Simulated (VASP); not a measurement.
# Mn (Im-3m) in VASP: further runs

The runs below take Mn through single point, with r2SCAN.

Everything below comes from runs of VASP 6.6.1. Logs are shortened: lines on timing, memory, paths and dates and some standing lists are left out, and cuts for length are marked.

**1. The cell of the first run**

The structure is cubic, space group Im-3m (No. 229). The conventional cell has a = 2.787 Å, b = 2.787 Å, c = 2.787 Å, α = 90.00°, β = 90.00°, γ = 90.00°. Mn (site symmetry m-3m) has 14 Mn at 2.41 to 2.79 Å within 3.2 Å.

**2. Single point, r2SCAN, collinear spin, ferromagnetic start**

File POSCAR:

```
Mn
1.0
   -1.3936936485      1.3936936485      1.3936936485
    1.3936936485     -1.3936936485      1.3936936485
    1.3936936485      1.3936936485     -1.3936936485
Mn
1
Direct
    0.0000000000      0.0000000000      0.0000000000
```

File INCAR.step1:

```
PREC = Accurate ; ENCUT = 520
ISMEAR = -1 ; SIGMA = 0.05
LREAL = False ; LASPH = True
NELM = 150 ; ISPIN = 2
MAGMOM = 3 ; LMAXMIX = 4
NBANDS = 16 ; GGA = PE
ALGO = Normal ; EDIFF = 1E-4
LWAVE = True ; LCHARG = False
```

File INCAR.step2:

```
PREC = Accurate ; ENCUT = 520
EDIFF = 1E-6 ; ISMEAR = -1
SIGMA = 0.05 ; LREAL = False
LASPH = True ; NELM = 150
ALGO = Normal ; ISIF = 2
LWAVE = False ; LCHARG = False
ISPIN = 2 ; MAGMOM = 3
LORBIT = 11 ; LMAXMIX = 4
METAGGA = R2SCAN ; LMIXTAU = True
NBANDS = 16 ; ISTART = 1
```

File KPOINTS:

```
Automatic mesh
0
Gamma
  15 15 15
```

Potentials or basis: VASP PAW PBE potentials, release 64 (Mn_pv).

Launch:

```bash
cat potpaw_PBE.64/Mn_pv/POTCAR > POTCAR
cp INCAR.step1 INCAR
mpirun -np 1 vasp_std > vasp.out
cp INCAR.step2 INCAR
mpirun -np 1 vasp_std > vasp.out
```

OUTCAR:

```text
PREC = Accurate
   ENCUT = 520
   EDIFF = 1E-6
   ISMEAR = -1
   LREAL = False
   LASPH = True
   NELM = 150
   ISIF = 2
   ISPIN = 2
   LORBIT = 11
   METAGGA = R2SCAN
   ISTART = 1

 ion  position               nearest neighbor table
   1  0.000  0.000  0.000-

  LATTYP: Found a body centered cubic cell.
 ALAT       =     2.7873872970

  Lattice vectors:

 A1 = (  -1.3936936485,   1.3936936485,   1.3936936485)
 A2 = (   1.3936936485,  -1.3936936485,   1.3936936485)
 A3 = (   1.3936936485,   1.3936936485,  -1.3936936485)

Analysis of symmetry for initial positions (statically):
=====================================================================
 Subroutine PRICEL returns:
 Original cell was already a primitive cell.

 Routine SETGRP: Setting up the symmetry group for a
 body centered cubic supercell.

 Subroutine GETGRP returns: Found 48 space group operations
 (whereof 48 operations were pure point group operations)
 out of a pool of 48 trial point group operations.

The static configuration has the point symmetry O_h .

Analysis of symmetry for dynamics (positions and initial velocities):
=====================================================================
 Subroutine PRICEL returns:
 Original cell was already a primitive cell.

 Routine SETGRP: Setting up the symmetry group for a
 body centered cubic supercell.

 Subroutine GETGRP returns: Found 48 space group operations
 (whereof 48 operations were pure point group operations)
 out of a pool of 48 trial point group operations.

The dynamic configuration has the point symmetry O_h .

Analysis of structural, dynamic, and magnetic symmetry:
=====================================================================
 Subroutine PRICEL returns:
 Original cell was already a primitive cell.

 Routine SETGRP: Setting up the symmetry group for a
 body centered cubic supercell.

 Subroutine GETGRP returns: Found 48 space group operations
 (whereof 48 operations were pure point group operations)
 out of a pool of 48 trial point group operations.

The overall configuration has the point symmetry O_h .

 Subroutine INISYM returns: Found 48 space group operations
 (whereof 48 operations are pure point group operations),
 and found     1 'primitive' translations

----------------------------------------------------------------------------------------

                                     Primitive cell

  volume of cell :      10.8283

  direct lattice vectors                    reciprocal lattice vectors
    -1.393693648  1.393693648  1.393693648     0.000000000  0.358758900  0.358758900
     1.393693648 -1.393693648  1.393693648     0.358758900  0.000000000  0.358758900
     1.393693648  1.393693648 -1.393693648     0.358758900  0.358758900  0.000000000

  length of vectors
     2.413948209  2.413948209  2.413948209     0.507361702  0.507361702  0.507361702

  position of ions in fractional coordinates (direct lattice)
     0.000000000  0.000000000  0.000000000

  ion indices of the primitive-cell ions
   primitive index   ion index
                 1           1

----------------------------------------------------------------------------------------

 KPOINTS: Automatic mesh

Automatic generation of k-mesh.
 Grid dimensions read from file:
 generate k-points for:   15   15   15

 Generating k-lattice:

  Cartesian coordinates                     Fractional coordinates (reciprocal lattice)
     0.000000000  0.023917260  0.023917260     0.066666667  0.000000000  0.000000000
     0.023917260  0.000000000  0.023917260     0.000000000  0.066666667  0.000000000
     0.023917260  0.023917260  0.000000000     0.000000000  0.000000000  0.066666667

  Length of vectors
     0.033824113  0.033824113  0.033824113

  Shift w.r.t. Gamma in fractional coordinates (k-lattice)
     0.000000000  0.000000000  0.000000000

 Subroutine IBZKPT returns following result:
 ===========================================

 Found    120 irreducible k-points:

 Following reciprocal coordinates:
            Coordinates               Weight
  0.000000  0.000000  0.000000      1.000000
  0.066667  0.000000  0.000000     12.000000
  0.133333  0.000000  0.000000     12.000000
  0.200000  0.000000  0.000000     12.000000
  0.266667  0.000000  0.000000     12.000000
  0.333333  0.000000  0.000000     12.000000
[... 16 lines left out ...]
  0.333333  0.200000  0.000000     48.000000
  0.400000  0.200000  0.000000     24.000000
 [... further k-points ...]
   k-points           NKPTS =    120   k-points in BZ     NKDIM =    120   number of bands    NBANDS=     16
   number of dos      NEDOS =    301   number of ions     NIONS =      1
   total plane-waves  NPLWV =   5832
   dimension x,y,z NGX =    18 NGY =   18 NGZ =   18
   dimension x,y,z NGXF=    36 NGYF=   36 NGZF=   36
   ions per type =               1
   NGX,Y,Z   is equivalent  to a cutoff of  12.40, 12.40, 12.40 a.u.
   NGXF,Y,Z  is equivalent  to a cutoff of  24.79, 24.79, 24.79 a.u.
 SYSTEM =  unknown system
   PREC   = accura    normal or accurate (medium, high low for compatibility)
   ISTART =      1    job   : 0-new  1-cont  2-samecut
   ICHARG =      0    charge: 1-file 2-atom 10-const
   ISPIN  =      2    spin polarized calculation?
   LNONCOLLINEAR =      F non collinear calculations
   LSORBIT =      F    spin-orbit coupling
   LASPH  =      T    aspherical Exc in radial PAW
   ENCUT  =  520.0 eV  38.22 Ry    6.18 a.u.   4.49  4.49  4.49*2*pi/ulx,y,z
   NELM   =    150;   NELMIN=  2; NELMDL=  0     # of ELM steps
   EDIFF  = 0.1E-05   stopping-criterion for ELM
   LREAL  =      F    real-space projection
   EDIFFG = 0.1E-04   stopping-criterion for IOM
   NSW    =      0    number of steps for IOM
   IBRION =     -1    ionic relax: 0-MD 1-quasi-New 2-CG
   NFREE  =      0    steps in history (QN), initial steepest desc. (CG)
   ISIF   =      2    stress and relaxation
   ISYM   =      2    0-nonsym 1-usesym 2-fastsym
   POTIM  = 0.5000    time-step for ionic-motion
   TEBEG  =    0.0;   TEEND  =   0.0 temperature during run
   PSTRESS=    0.0 pullay stress
   NELECT =      13.0000    total number of electrons
   NUPDOWN=      -1.0000    fix difference up-down
   EMIN   =  10.00;   EMAX   =-10.00  energy-range for DOS
   EFERMI =   0.00;   METHOD = LEGACY
   ISMEAR =    -1;   SIGMA  =   0.05  broadening in eV -4-tet -1-fermi 0-gaus
   EFERMI_NEDOS =   21; number of points for ismear=-14 and -15
   IALGO  =     38    algorithm
   IMIX   =      4    mixing-type and parameters
     AMIX     =   0.40;   BMIX     =  1.00
     AMIX_MAG =   1.60;   BMIX_MAG =  1.00
  volume/ion in A,a.u.               =      10.83        73.07
  Fermi-wavevector in a.u.,A,eV,Ry     =   1.739944  3.288018 41.190352  3.027405
  Thomas-Fermi vector in A             =   2.812688
   LORBIT       =     11    0 simple, 1 ext, 2 COOP (PROOUT), +10 PAW based schemes
   METAGGA = R2SCAN    functional components
   LHFCALC =     F    Hartree Fock is set to
   AEXX    =    0.0000 exact exchange contribution
   IVDW    =     0    specifies the selected vdW correction
   LEPSILON=     F    determine dielectric tensor
   LRPA    =     F    only Hartree local field effects (RPA)
 spin polarized calculation
  energy-cutoff  :      520.00
  volume of cell :       10.83
 maximum number of plane-waves:       321
 NGX is ok and might be reduce to    18
   NGX =  9   NGY =  9   NGZ =  9

 number of electron      13.0000004 magnetization       1.1543352

 Free energy of the ion-electron system (eV)
  ---------------------------------------------------
  ext. energy  EPLUGINS =         0.00000000
  ---------------------------------------------------
  free energy    TOTEN  =       -14.31947988 eV

  energy without entropy =      -14.30368694  energy(sigma->0) =      -14.31158341

 E-fermi :  10.3463     XC(G=0): -15.3279

 val. band max:       10.3391355964   @ k =   0.3333   0.2000   0.0667
 cond. band min:      10.3478067377   @ k =  -0.1333   0.1333   0.0667
 fundamental gap:      0.0086711413
 Fermi energy:        10.3463361005

 spin component 1

 k-point     1 :       0.0000    0.0000    0.0000
  band No.  band energies     occupation
      1     -39.8993      1.00000
      2     -39.8992      1.00000
      3     -39.8992      1.00000
      4       1.6384      1.00000
      5       8.4347      1.00000
      6       8.4349      1.00000
[... 8 lines left out ...]
     15      42.6175      0.00000
     16      46.7845      0.00000

 k-point     2 :       0.0667    0.0000    0.0000
  band No.  band energies     occupation
      1     -39.9329      1.00000
      2     -39.9098      1.00000
      3     -39.8993      1.00000
      4       1.8434      1.00000
      5       8.3669      1.00000
      6       8.4266      1.00000
[... 8 lines left out ...]
     15      43.1201      0.00000
     16      44.5596      0.00000
[... 387 lines left out ...]
      5       7.1352      1.00000
      6       8.2777      1.00000
[... 8 lines left out ...]
     15      42.2868      0.00000
     16      47.4592      0.00000

 k-point    24 :       0.4000    0.2000    0.0000
  band No.  band energies     occupation
      1     -40.5564      1.00000
      2     -40.2439      1.00000
      3     -39.9736      1.00000
      4       6.0188      1.00000
      5       7.1259      1.00000
      6       8.4124      1.00000
[... 8 lines left out ...]
     15      42.3002      0.00000
     16      47.3351      0.00000

 [... further k-points ...]

 spin component 2

 k-point     1 :       0.0000    0.0000    0.0000
  band No.  band energies     occupation
      1     -38.0646      1.00000
      2     -38.0645      1.00000
      3     -38.0645      1.00000
      4       1.3411      1.00000
      5       9.7502      0.99999
      6       9.7504      0.99999
[... 8 lines left out ...]
     15      43.0910      0.00000
     16      47.5117      0.00000

 k-point     2 :       0.0667    0.0000    0.0000
  band No.  band energies     occupation
      1     -38.1014      1.00000
      2     -38.0759      1.00000
      3     -38.0647      1.00000
      4       1.5507      1.00000
      5       9.6716      1.00000
      6       9.7337      1.00000
[... 8 lines left out ...]
     15      43.6484      0.00000
     16      45.4839      0.00000
[... 387 lines left out ...]
      5       8.1917      1.00000
      6       9.0391      1.00000
[... 8 lines left out ...]
     15      42.7097      0.00000
     16      48.1845      0.00000

 k-point    24 :       0.4000    0.2000    0.0000
  band No.  band energies     occupation
      1     -38.7801      1.00000
      2     -38.4364      1.00000
      3     -38.1447      1.00000
      4       6.8418      1.00000
      5       8.1760      1.00000
      6       9.1947      1.00000
[... 8 lines left out ...]
     15      42.6978      0.00000
     16      48.0767      0.00000

 [... further k-points ...]
[... 5 lines left out ...]
  --------------------------------------------------------------------------------------
  -------------------------------------------------------------------------------------
  Total        0.0211077      0.0211077      0.0211077     -0.0000000      0.0000000     -0.0000000
  in kB        3.1231266      3.1231266      3.1231266     -0.0000000      0.0000000     -0.0000000
  external PRESSURE =       3.1231266 kB  Pullay stress =       0.0000000 kB

 VOLUME and BASIS-vectors are now :
 -----------------------------------------------------------------------------
  energy-cutoff  :      520.00
  volume of cell :       10.83
      direct lattice vectors                 reciprocal lattice vectors
    -1.393693648  1.393693648  1.393693648     0.000000000  0.358758900  0.358758900
     1.393693648 -1.393693648  1.393693648     0.358758900  0.000000000  0.358758900
     1.393693648  1.393693648 -1.393693648     0.358758900  0.358758900  0.000000000

 POSITION                                       TOTAL-FORCE (eV/Angst)
 -----------------------------------------------------------------------------------
      0.00000      0.00000      0.00000        -0.000000      0.000000      0.000000
 -----------------------------------------------------------------------------------
    total drift:                                0.000000     -0.000000      0.000000

  FREE ENERGIE OF THE ION-ELECTRON SYSTEM (eV)
  ---------------------------------------------------
  free  energy   TOTEN  =       -14.3194798795 eV

  energy  without entropy=      -14.3036869370  energy(sigma->0) =      -14.31158341

 total charge

# of ion       s       p       d       tot
------------------------------------------
    1        0.448   6.416   5.126  11.989

 magnetization (x)

# of ion       s       p       d       tot
------------------------------------------
    1       -0.013  -0.041   1.237   1.183
```

Run time: 2.5 min. Hardware: 1 thread of AMD EPYC 9R45 (Zen 5), shared host; peak memory 0.11 GiB.

What came out:

```
Free energy                                           : -14.3195 eV
Pressure                                              : 0.3 GPa
Net moment                                            : 1.15 μB per cell
Site moments                                          : Mn +1.18 μB
Valence electrons inside the program's atomic spheres : Mn 11.99
```

Caveat: the PAW data sets were made with another functional, which shifts forces and pressure a little.

[end of part 1 of 2]
